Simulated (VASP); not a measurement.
Runs of VASP 6.6.1 on Ti. The structure is that of space group P6_3/mmc (No. 194), or close to it. The cells are those of the table. 

```csv
task,cell,k mesh,cutoff (eV),smearing,gap on the mesh (eV),pressure (GPa),relaxed volume (Å³/atom)
relaxation of cell and atoms,"relaxed from a = 2.866, b = 2.866, c = 4.528 Å, angles 90.0, 90.0, 120.0°, 2 atoms",15 × 15 × 8,600,fermi-dirac 0.15 eV,none,0.0,16.13
single point,"a = 2.865, b = 2.865, c = 4.546 Å, angles 90.0, 90.0, 120.0°, 2 atoms",15 × 15 × 8,520,fermi-dirac 0.15 eV,none,-0.3,-
single point,"a = 2.866, b = 2.866, c = 4.528 Å, angles 90.0, 90.0, 120.0°, 2 atoms",15 × 15 × 8,520,gaussian 0.1 eV,none,-0.1,-
single point,"a = 2.867, b = 2.867, c = 4.520 Å, angles 90.0, 90.0, 120.0°, 2 atoms",9 × 9 × 4,520,gaussian 0.1 eV,none,-0.1,-
relaxation of cell and atoms,"relaxed from a = 2.867, b = 2.867, c = 4.520 Å, angles 90.0, 90.0, 120.0°, 2 atoms",15 × 15 × 8,600,gaussian 0.1 eV,none,0.0,(a)
relaxation of cell and atoms,"relaxed from a = 2.936, b = 2.936, c = 4.641 Å, angles 90.0, 90.0, 120.0°, 2 atoms",9 × 9 × 4,600,gaussian 0.1 eV,none,-0.1,16.09
```

Alike in all rows: level LDA; potentials or basis VASP PAW LDA potentials, release 64 (Ti_sv); no spin polarisation.

Problem. Fill in the values left out.

Solution. (a) 16.08.

A gap of «none» marks levels without a gap at the run's occupations.
